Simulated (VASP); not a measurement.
# Pt (Im-3m) in VASP: notebook

The runs below take Pt through relaxation of cell and atoms, with LDA.

Everything below comes from runs of VASP 6.6.1. Logs are shortened: lines on timing, memory, paths and dates and some standing lists are left out, and cuts for length are marked.

## Step 1: The cell of the first run

The structure is cubic, space group Im-3m (No. 229). Conventional cell: a = 3.168 Å, b = 3.168 Å, c = 3.168 Å, α = 90.00°, β = 90.00°, γ = 90.00°. Within 3.6 Å of Pt (site symmetry m-3m) lie 14 Pt at 2.74 to 3.17 Å.

## Step 2: Relaxation of cell and atoms, LDA

Input file INCAR:

```
ALGO     = Normal         # electronic algorithm
EDIFF    = 1E-7           # SCF threshold, eV
EDIFFG   = -0.01          # ionic threshold
ENCUT    = 600            # plane-wave cutoff, eV
GGA      = CA             # functional
IBRION   = 2              # ionic algorithm
ISIF     = 3              # what is computed and relaxed
ISMEAR   = 0              # smearing method
LASPH    = T              # aspherical terms in the spheres
LCHARG   = F              # write CHGCAR
LREAL    = F              # projectors in reciprocal space
LWAVE    = F              # write WAVECAR
NELM     = 100            # most SCF steps
NSW      = 100            # ionic steps
PREC     = Accurate       # precision mode
SIGMA    = 0.05           # smearing width, eV
```

Input file KPOINTS:

```
k-points
0
Gamma
  13 13 13
```

Input file POSCAR:

```
Pt
1.0
   -1.5842200000      1.5842200000      1.5842200000
    1.5842200000     -1.5842200000      1.5842200000
    1.5842200000      1.5842200000     -1.5842200000
Pt
1
Direct
    0.0000000000      0.0000000000      0.0000000000
```

Potentials or basis: VASP PAW LDA potentials, release 64 (Pt).

The run is started by

```bash
> cat potpaw_LDA.64/Pt/POTCAR > POTCAR
> mpirun -np 1 vasp_std > vasp.out
```

OUTCAR:

```text
EDIFF = 1E-7
   EDIFFG = -0.01
   ENCUT = 600
   GGA = CA
   IBRION = 2
   ISIF = 3
   ISMEAR = 0
   LASPH = T
   LREAL = F
   NELM = 100
   NSW = 100
   PREC = Accurate

 ion  position               nearest neighbor table
   1  0.000  0.000  0.000-

  LATTYP: Found a body centered cubic cell.
 ALAT       =     3.1684400000

  Lattice vectors:

 A1 = (  -1.5842200000,   1.5842200000,   1.5842200000)
 A2 = (   1.5842200000,  -1.5842200000,   1.5842200000)
 A3 = (   1.5842200000,   1.5842200000,  -1.5842200000)

Analysis of symmetry for initial positions (statically):
=====================================================================
 Subroutine PRICEL returns:
 Original cell was already a primitive cell.

 Routine SETGRP: Setting up the symmetry group for a
 body centered cubic supercell.

 Subroutine GETGRP returns: Found 48 space group operations
 (whereof 48 operations were pure point group operations)
 out of a pool of 48 trial point group operations.

The static configuration has the point symmetry O_h .

Analysis of symmetry for dynamics (positions and initial velocities):
=====================================================================
 Subroutine PRICEL returns:
 Original cell was already a primitive cell.

 Routine SETGRP: Setting up the symmetry group for a
 body centered cubic supercell.

 Subroutine GETGRP returns: Found 48 space group operations
 (whereof 48 operations were pure point group operations)
 out of a pool of 48 trial point group operations.

The dynamic configuration has the point symmetry O_h .

 Subroutine INISYM returns: Found 48 space group operations
 (whereof 48 operations are pure point group operations),
 and found     1 'primitive' translations

----------------------------------------------------------------------------------------

                                     Primitive cell

  volume of cell :      15.9040

  direct lattice vectors                    reciprocal lattice vectors
    -1.584220000  1.584220000  1.584220000     0.000000000  0.315612731  0.315612731
     1.584220000 -1.584220000  1.584220000     0.315612731  0.000000000  0.315612731
     1.584220000  1.584220000 -1.584220000     0.315612731  0.315612731  0.000000000

  length of vectors
     2.743949530  2.743949530  2.743949530     0.446343804  0.446343804  0.446343804

  position of ions in fractional coordinates (direct lattice)
     0.000000000  0.000000000  0.000000000

  ion indices of the primitive-cell ions
   primitive index   ion index
                 1           1

----------------------------------------------------------------------------------------

 KPOINTS: k-points

Automatic generation of k-mesh.
 Grid dimensions read from file:
 generate k-points for:   13   13   13

 Generating k-lattice:

  Cartesian coordinates                     Fractional coordinates (reciprocal lattice)
     0.000000000  0.024277902  0.024277902     0.076923077  0.000000000  0.000000000
     0.024277902  0.000000000  0.024277902     0.000000000  0.076923077  0.000000000
     0.024277902  0.024277902  0.000000000     0.000000000  0.000000000  0.076923077

  Length of vectors
     0.034334139  0.034334139  0.034334139

  Shift w.r.t. Gamma in fractional coordinates (k-lattice)
     0.000000000  0.000000000  0.000000000

 Subroutine IBZKPT returns following result:
 ===========================================

 Found     84 irreducible k-points:

 Following reciprocal coordinates:
            Coordinates               Weight
  0.000000  0.000000  0.000000      1.000000
  0.076923  0.000000  0.000000     12.000000
  0.153846  0.000000  0.000000     12.000000
  0.230769  0.000000  0.000000     12.000000
  0.307692  0.000000  0.000000     12.000000
  0.384615  0.000000  0.000000     12.000000
[... 16 lines left out ...]
  0.153846  0.076923  0.076923     24.000000
  0.230769  0.076923  0.076923     24.000000
 [... further k-points ...]
   k-points           NKPTS =     84   k-points in BZ     NKDIM =     84   number of bands    NBANDS=      9
   number of dos      NEDOS =    301   number of ions     NIONS =      1
   total plane-waves  NPLWV =  13824
   dimension x,y,z NGX =    24 NGY =   24 NGZ =   24
   dimension x,y,z NGXF=    48 NGYF=   48 NGZF=   48
   ions per type =               1
   NGX,Y,Z   is equivalent  to a cutoff of  14.54, 14.54, 14.54 a.u.
   NGXF,Y,Z  is equivalent  to a cutoff of  29.08, 29.08, 29.08 a.u.
 SYSTEM =  unknown system
   PREC   = accura    normal or accurate (medium, high low for compatibility)
   ISTART =      0    job   : 0-new  1-cont  2-samecut
   ICHARG =      2    charge: 1-file 2-atom 10-const
   ISPIN  =      1    spin polarized calculation?
   LNONCOLLINEAR =      F non collinear calculations
   LSORBIT =      F    spin-orbit coupling
   LASPH  =      T    aspherical Exc in radial PAW
   ENCUT  =  600.0 eV  44.10 Ry    6.64 a.u.   5.48  5.48  5.48*2*pi/ulx,y,z
   NELM   =    100;   NELMIN=  2; NELMDL= -5     # of ELM steps
   EDIFF  = 0.1E-06   stopping-criterion for ELM
   LREAL  =      F    real-space projection
   EDIFFG = -.1E-01   stopping-criterion for IOM
   NSW    =    100    number of steps for IOM
   IBRION =      2    ionic relax: 0-MD 1-quasi-New 2-CG
   NFREE  =      1    steps in history (QN), initial steepest desc. (CG)
   ISIF   =      3    stress and relaxation
   ISYM   =      2    0-nonsym 1-usesym 2-fastsym
   POTIM  = 0.5000    time-step for ionic-motion
   TEBEG  =    0.0;   TEEND  =   0.0 temperature during run
   PSTRESS=    0.0 pullay stress
   NELECT =      10.0000    total number of electrons
   NUPDOWN=      -1.0000    fix difference up-down
   EMIN   =  10.00;   EMAX   =-10.00  energy-range for DOS
   EFERMI =   0.00;   METHOD = LEGACY
   ISMEAR =     0;   SIGMA  =   0.05  broadening in eV -4-tet -1-fermi 0-gaus
   EFERMI_NEDOS =   21; number of points for ismear=-14 and -15
   IALGO  =     38    algorithm
   IMIX   =      4    mixing-type and parameters
     AMIX     =   0.40;   BMIX     =  1.00
     AMIX_MAG =   1.60;   BMIX_MAG =  1.00
  volume/ion in A,a.u.               =      15.90       107.33
  Fermi-wavevector in a.u.,A,eV,Ry     =   1.402510  2.650360 26.763132  1.967035
  Thomas-Fermi vector in A             =   2.525265
   LORBIT       =      0    0 simple, 1 ext, 2 COOP (PROOUT), +10 PAW based schemes
   GGA     = CA    functional components
   LHFCALC =     F    Hartree Fock is set to
   AEXX    =    0.0000 exact exchange contribution
   IVDW    =     0    specifies the selected vdW correction
   LEPSILON=     F    determine dielectric tensor
   LRPA    =     F    only Hartree local field effects (RPA)
 conjugate gradient relaxation of ions
 non-spin polarized calculation
 Gauss-broadening in eV      SIGMA  =   0.05
  energy-cutoff  :      600.00
  volume of cell :       15.90
 maximum number of plane-waves:       555
 NGX is ok and might be reduce to    24
   NGX = 11   NGY = 11   NGZ = 11

--------------------------------------- Ionic step        1  -------------------------------------------

 number of electron      10.0000000 magnetization

 number of electron       9.9999999 magnetization

 Free energy of the ion-electron system (eV)
  ---------------------------------------------------
  ext. energy  EPLUGINS =         0.00000000
  ---------------------------------------------------
  free energy    TOTEN  =        -7.33316618 eV

  energy without entropy =       -7.33197498  energy(sigma->0) =       -7.33257058

 E-fermi :   9.9782     XC(G=0): -13.3774

 val. band max:        9.9702551264   @ k =  -0.3846  -0.4615   0.2308
 cond. band min:      10.0168890174   @ k =  -0.3846   0.3846   0.1538
 fundamental gap:      0.0466338909
 Fermi energy:         9.9781796120

 k-point     1 :       0.0000    0.0000    0.0000
  band No.  band energies     occupation
      1       0.4797      2.00000
      2       6.4519      2.00000
      3       6.4519      2.00000
      4       6.4519      2.00000
      5       8.9735      2.00000
      6       8.9735      2.00000
      7      27.0071      0.00000
      8      27.0071      0.00000
      9      27.0071      0.00000

 k-point     2 :       0.0769    0.0000    0.0000
  band No.  band energies     occupation
      1       0.7185      2.00000
      2       6.3594      2.00000
      3       6.4517      2.00000
      4       6.6428      2.00000
      5       8.8558      2.00000
      6       8.9799      2.00000
      7      27.1116      0.00000
      8      27.1848      0.00000
      9      27.3579      0.00000
[... 391 lines left out ...]
 POSITION                                       TOTAL-FORCE (eV/Angst)
 -----------------------------------------------------------------------------------
      1.55273      1.55273      1.55273         0.000000     -0.000000     -0.000000
 -----------------------------------------------------------------------------------
    total drift:                               -0.000000     -0.000000      0.000000

  FREE ENERGIE OF THE ION-ELECTRON SYSTEM (eV)
  ---------------------------------------------------
  free  energy   TOTEN  =        -7.3817438447 eV

  energy  without entropy=       -7.3809022582  energy(sigma->0) =       -7.38132305

--------------------------------------- Ionic step        5  -------------------------------------------

 number of electron      10.0000001 magnetization

 Free energy of the ion-electron system (eV)
  ---------------------------------------------------
  ext. energy  EPLUGINS =         0.00000000
  ---------------------------------------------------
  free energy    TOTEN  =        -7.38175874 eV

  energy without entropy =       -7.38092131  energy(sigma->0) =       -7.38134002

 E-fermi :  11.1185     XC(G=0): -13.7319

 val. band max:       11.1174576590   @ k =  -0.3846  -0.4615   0.2308
 cond. band min:      11.1763099560   @ k =  -0.3846   0.3846   0.1538
 fundamental gap:      0.0588522969
 Fermi energy:        11.1184670055

 k-point     1 :       0.0000    0.0000    0.0000
  band No.  band energies     occupation
      1       0.9730      2.00000
      2       7.2462      2.00000
      3       7.2462      2.00000
      4       7.2462      2.00000
      5      10.0037      2.00000
      6      10.0037      2.00000
      7      28.1120      0.00000
      8      28.1120      0.00000
      9      28.1120      0.00000

 k-point     2 :       0.0769    0.0000    0.0000
  band No.  band energies     occupation
      1       1.2265      2.00000
      2       7.1430      2.00000
      3       7.2444      2.00000
      4       7.4552      2.00000
      5       9.8697      2.00000
      6      10.0106      2.00000
      7      28.2375      0.00000
      8      28.3619      0.00000
      9      28.4947      0.00000
[... 286 lines left out ...]
 POSITION                                       TOTAL-FORCE (eV/Angst)
 -----------------------------------------------------------------------------------
      0.00000      0.00000      0.00000        -0.000000     -0.000000      0.000000
 -----------------------------------------------------------------------------------
    total drift:                               -0.000000     -0.000000      0.000000

  FREE ENERGIE OF THE ION-ELECTRON SYSTEM (eV)
  ---------------------------------------------------
  free  energy   TOTEN  =        -7.3817587418 eV

  energy  without entropy=       -7.3809213057  energy(sigma->0) =       -7.38134002

 reached required accuracy - stopping structural energy minimisation
```

Run time: 69 s. Hardware: 1 thread of AMD EPYC 7R43 (Zen 3), shared host; peak memory 0.13 GiB.

Results:

```yaml
Free_energy: -7.3818 eV
Relaxed_volume: 14.96 Å³/atom
Relaxed_cell: a = 2.688 Å, b = 2.688 Å, c = 2.688 Å, α = 109.47°, β = 109.47°, γ = 109.47°
Space_group_after_relaxing_to_0.05_Å: Im-3m (No. 229)
Energy_gained_by_relaxing: 48.6 meV/atom
Ionic_steps: 5
Pressure_after_relaxing: 0.0 GPa
Band_gap_on_the_k_mesh: zero (band 5 reaches 12.08 eV, above the bottom of band 6 at 9.83 eV)
```

The path:
| step | energy change (eV) | largest force (eV/Å) | pressure (GPa) | volume (Å³) |
| --- | --- | --- | --- | --- |
| 1 | 0.0000 | 0.0000 | -15.39 | 15.90 |
| 2 | 0.4243 | 0.0000 | 77.70 | 12.64 |
| 3 | -0.0484 | 0.0000 | -1.17 | 15.02 |
| 4 | -0.0486 | 0.0000 | -0.32 | 14.97 |
| 5 | -0.0486 | 0.0000 | 0.05 | 14.96 |

Final structure:
```yaml
crystal:
  lattice:
    - [-1.55210, 1.55210, 1.55210]
    - [1.55210, -1.55210, 1.55210]
    - [1.55210, 1.55210, -1.55210]
  atoms:
    - { symbol: Pt, position: [0.00000, 0.00000, 0.00000] }
```

Caveat: spin-orbit coupling is left out, which moves the levels of the heavy elements.

## Step 3: Relaxation of cell and atoms, LDA, target pressure 10 GPa, at which the enthalpy is minimised

Input file INCAR:

```
SYSTEM = Pt
PREC = Accurate ; ENCUT = 600
EDIFF = 1E-6 ; ISMEAR = 0
SIGMA = 0.05 ; LREAL = .False.
LASPH = .True. ; NELM = 100
ALGO = Normal ; ISIF = 3
LWAVE = .False. ; LCHARG = .False.
IBRION = 2 ; NSW = 100
EDIFFG = -0.01 ; PSTRESS = 100.0
```

Input file KPOINTS:

```
regular mesh
0
Gamma
  13 13 13
  0 0 0
```

POSCAR is that of step 2.

Potentials or basis: VASP PAW LDA potentials, release 64 (Pt).

The run is started by

```bash
> cat potpaw_LDA.64/Pt/POTCAR > POTCAR
> mpirun -np 1 vasp_std > vasp.out
```

It took 72 s on 1 thread of AMD EPYC 7R43 (Zen 3), shared host; peak memory 0.12 GiB.

The run converged. Its results:

| Property | Result |
| --- | --- |
| Free energy | -7.3679 eV |
| Relaxed volume | 14.50 Å³/atom |
| Relaxed cell | a = 2.661 Å, b = 2.661 Å, c = 2.661 Å, α = 109.47°, β = 109.47°, γ = 109.47° |
| Space group after relaxing (to 0.05 Å) | Im-3m (No. 229) |
| Energy change on relaxing (the enthalpy is what falls) | -34.7 meV/atom |
| Ionic steps | 5 |
| Pressure after relaxing | 10.0 GPa |
| Band gap on the k mesh | zero (band 5 reaches 12.76 eV, above the bottom of band 6 at 10.36 eV) |

The path:
```
step  energy change (eV)  largest force (eV/Å)  pressure (GPa)  volume (Å³)
   1              0.0000                0.0000          -15.39        15.90
   2              2.0763                0.0000          226.31        10.78
   3             -0.0429                0.0000            6.29        14.66
   4             -0.0384                0.0000            8.52        14.56
   5             -0.0347                0.0000           10.03        14.50
```

Final structure:
```yaml
crystal:
  lattice:
    - [-1.53616, 1.53616, 1.53616]
    - [1.53616, -1.53616, 1.53616]
    - [1.53616, 1.53616, -1.53616]
  atoms:
    - { symbol: Pt, position: [0.00000, 0.00000, 0.00000] }
```

Levels at points of the mesh, in eV from the Fermi level:
| k point | band 1 | band 2 | band 3 | band 4 | band 5 | band 6 | band 7 | band 8 | band 9 |
| --- | --- | --- | --- | --- | --- | --- | --- | --- | --- |
| (0.00, 0.00, 0.00) | -10.49 | -4.06 | -4.06 | -4.06 | -1.18 | -1.18 | 16.96 | 16.96 | 16.96 |

Caveat: the cell is relaxed towards a set pressure, so the enthalpy falls and the energy may rise; spin-orbit coupling is left out, which moves the levels of the heavy elements.

## Step 4: Relaxation of cell and atoms, LDA, target pressure 20 GPa, at which the enthalpy is minimised

Input file INCAR:

```
PREC = Accurate
ENCUT = 600
EDIFF = 1E-7
ISMEAR = 0
SIGMA = 0.05
LREAL = F
LASPH = T
NELM = 80
ALGO = Normal
ISIF = 3
LWAVE = F
LCHARG = F
IBRION = 2
NSW = 100
EDIFFG = -0.01
PSTRESS = 200.0
```

Input file KPOINTS:

```
Automatic mesh
0
Gamma
  13 13 13
```

POSCAR is that of step 3.

The run is started by

```bash
> cat potpaw_LDA.64/Pt/POTCAR > POTCAR
> mpirun -np 1 vasp_std > vasp.out
```

It took 70 s on 1 thread of AMD EPYC 7R43 (Zen 3), shared host; peak memory 0.13 GiB.

It converged, with:

```
Free energy                                            : -7.3320 eV
Relaxed volume                                         : 14.12 Å³/atom
Relaxed cell                                           : a = 2.637 Å, b = 2.637 Å, c = 2.637 Å, α = 109.47°, β = 109.47°, γ = 109.47°
Space group after relaxing (to 0.05 Å)                 : Im-3m (No. 229)
Energy change on relaxing (the enthalpy is what falls) : +1.2 meV/atom
Ionic steps                                            : 5
Pressure after relaxing                                : 20.1 GPa
Band gap on the k mesh                                 : zero (band 5 reaches 13.36 eV, above the bottom of band 6 at 10.84 eV)
```

Step by step:
```csv
step,energy change (eV),largest force (eV/Å),pressure (GPa),volume (Å³)
1,0.0000,0.0000,-15.39,15.90
2,5.7518,0.0000,515.96,9.11
3,-0.0294,0.0000,11.91,14.42
4,-0.0161,0.0000,15.87,14.27
5,0.0012,0.0000,20.10,14.12
```

Final structure:
```yaml
crystal:
  lattice:
    - [-1.52244, 1.52244, 1.52244]
    - [1.52244, -1.52244, 1.52244]
    - [1.52244, 1.52244, -1.52244]
  atoms:
    - { symbol: Pt, position: [0.00000, 0.00000, 0.00000] }
```

Levels at points of the mesh, in eV from the Fermi level:
| k point | band 1 | band 2 | band 3 | band 4 | band 5 | band 6 | band 7 | band 8 | band 9 |
| --- | --- | --- | --- | --- | --- | --- | --- | --- | --- |
| (0.00, 0.00, 0.00) | -10.79 | -4.23 | -4.23 | -4.23 | -1.24 | -1.24 | 16.91 | 16.91 | 16.91 |

Caveat: the cell is relaxed towards a set pressure, so the enthalpy falls and the energy may rise; spin-orbit coupling is left out, which moves the levels of the heavy elements.

## Step 5: The runs side by side

| cell | gap on the mesh (eV) | pressure (GPa) |
| --- | --- | --- |
| relaxed | none | 0.0 |
| relaxed to 10 GPa | none | 10.0 |
| relaxed to 20 GPa | none | 20.1 |

Alike in all rows: task relaxation of cell and atoms; level LDA; potentials or basis VASP PAW LDA potentials, release 64 (Pt); no spin polarisation; k mesh 13 × 13 × 13; cutoff (eV) 600; smearing gaussian 0.05 eV.

Caveats: spin-orbit coupling is left out, which moves the levels of the heavy elements; the cell is relaxed towards a set pressure, so the enthalpy falls and the energy may rise (some runs).

Total energies depend on the potentials used, so only differences within one code and one set of settings carry meaning.
